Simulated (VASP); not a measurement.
## NiO2: relaxation of shape and atoms at fixed volume with PBEsol

NiO2:

```
Ni O
1.0
     2.81210    0.00000    0.00000
    -1.40605    2.43535    0.00000
     0.00000    0.00000    4.92722
Ni O
1 2
Direct
  0.00000 0.00000 0.50000
  0.66667 0.33333 0.69121
  0.33333 0.66667 0.30879
```

This cell differs from its parent crystal: volume scaled by 1.03.

```json
{"Program": "VASP 6.6.1", "Task": "relaxation of shape and atoms at fixed volume", "Functional": "PBEsol", "Potentials or basis": "VASP PAW PBE potentials, release 64 (Ni, O)", "Cutoff": "600 eV", "k mesh": "12 × 12 × 6", "Occupations": "gaussian, width 0.02 eV", "Spin": "no spin polarisation", "Dipole correction": "no", "Further INCAR settings": "ALGO = Normal; EDIFF = 1e-06; IBRION = 2; EDIFFG = -0.01; NSW = 50; ISIF = 4"}
```

```
Energy gained by relaxing    : 4.0 meV/atom
Ionic steps                  : 5
Pressure after relaxing      : -0.3 GPa
Largest force after relaxing : 0.006 eV/Å
Band gap on the k mesh       : 1.05 eV, indirect (least direct gap 1.28 eV)
```

Forces in eV/Å, atoms in the order of the input:
```
Ni   0.000  0.000  0.000
O    0.000  0.000  0.006
O    0.000  0.000 -0.006
```

Stress tensor (GPa, compression positive):
```
-0.37  0.00  0.00
 0.00 -0.37  0.00
 0.00  0.00 -0.28
```

The path:
```tsv
step	energy change (eV)	largest force (eV/Å)	pressure (GPa)	volume (Å³)
1	0.0000	0.3448	-4.81	33.74
2	-0.0089	0.0662	-2.35	33.74
3	-0.0098	0.0605	-1.17	33.74
4	-0.0116	0.0286	-0.67	33.74
5	-0.0120	0.0063	-0.34	33.74
```

Final structure:
```yaml
crystal:
  lattice:
    - [2.78883, 0.00000, 0.00000]
    - [-1.39442, 2.41520, 0.00000]
    - [0.00000, 0.00000, 5.00978]
  atoms:
    - { symbol: Ni, position: [0.00000, 0.00000, 0.50000] }
    - { symbol: O, position: [0.66667, 0.33333, 0.68639] }
    - { symbol: O, position: [0.33333, 0.66667, 0.31361] }
```

Levels at points of the mesh, in eV from the valence-band top:
| k point | band 7 | band 8 | band 9 | band 10 | band 11 | band 12 | band 13 | band 14 | band 15 |
| --- | --- | --- | --- | --- | --- | --- | --- | --- | --- |
| (0.00, 0.00, 0.00) | -2.13 | -1.04 | -1.04 | -0.99 | -0.28 | 2.31 | 2.31 | 7.53 | 11.06 |
| (0.50, 0.00, 0.00) | -2.77 | -1.95 | -1.74 | -1.65 | -1.00 | 1.64 | 2.22 | 12.46 | 13.36 |
| (0.00, 0.00, 0.50) | -2.13 | -1.76 | -1.05 | -1.05 | -0.08 | 2.32 | 2.32 | 9.41 | 9.67 |
| (0.50, 0.00, 0.50) | -2.75 | -1.74 | -1.66 | -1.65 | -1.05 | 1.64 | 2.19 | 11.85 | 12.84 |

Run time: 3.9 min on 1 thread of Intel Xeon 8259CL, with other jobs on the host, peak memory 0.21 GiB.

Caveat: the cell differs from its parent crystal (volume scaled by 1.03); the PAW data sets were made with another functional, which shifts forces and pressure a little. Spin polarisation is off, so any magnetic state and its effect on volume and gap are missing.
